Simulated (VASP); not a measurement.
A run of VASP 6.6.1 is set up as follows.

File INCAR:

```
SYSTEM = Li
PREC = Accurate
ENCUT = 520
EDIFF = 1E-6
ISMEAR = -1
SIGMA = 0.1
LREAL = .FALSE.
LASPH = .TRUE.
NELM = 60
ALGO = Normal
ISIF = 2
LWAVE = .FALSE.
LCHARG = .TRUE.
GGA = CA
LELF = .TRUE.
LVHAR = .TRUE.
NBANDS = 12
```

The input KPOINTS:

```
Automatic mesh
0
G
  14 14 14
  0 0 0
```

POSCAR

```
Li
1.0
    1.4375705944      0.8299817696      6.9950690303
   -1.4375705944      0.8299817696      6.9950690303
    0.0000000000     -1.6599635393      6.9950690303
Li
3
Direct
    0.0000000000      1.0000000000      0.0000000000
    0.2221244912      0.2221244912      0.2221244912
    0.7778755088      0.7778755088      0.7778755088
```

Potentials or basis: VASP PAW LDA potentials, release 64 (Li_sv).

Launch:

```sh
$ cat potpaw_LDA.64/Li_sv/POTCAR > POTCAR
$ mpirun -np 1 vasp_std > vasp.out
```

(1) Predict the largest force.

(2) What does it give for the band gap on the k mesh?

## Answers

(1) 0.007 eV/Å.

(2) zero (an odd number of electrons rules out a gap without spin polarisation).
